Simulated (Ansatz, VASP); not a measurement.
## Two plane-wave programs on K

```xyz
3
Lattice="6.9198 0.0000 0.0000 -3.4599 5.9928 0.0000 0.0000 0.0000 4.1215" Properties=species:S:1:pos:R:3 pbc="T T T"
K     3.4599    5.9928    0.0000
K     0.0000    3.9952    2.0607
K     3.4599    1.9976    2.0607
```

Alike in both runs: task single point; functional LDA; k mesh 6 × 6 × 8; occupations fermi-dirac, width 0.1 eV; no spin polarisation.

```csv
,VASP,Ansatz
version,VASP 6.6.1,Ansatz 0.2.0
potentials or method,"VASP PAW LDA potentials, release 64 (K_sv), cutoff 520 eV","plane waves (420 eV) with PAW, scalar-relativistic"
valence electrons in the cell,27,27
```

```tsv
	VASP	Ansatz	Ansatz less VASP
pressure (GPa)	0.7	0.7	+0.02
```

Ansatz warns that its potentials were made for another functional, while VASP's fit it. LDA's correlation is that of Perdew and Zunger in VASP and of Perdew and Wang (1992) in Ansatz.
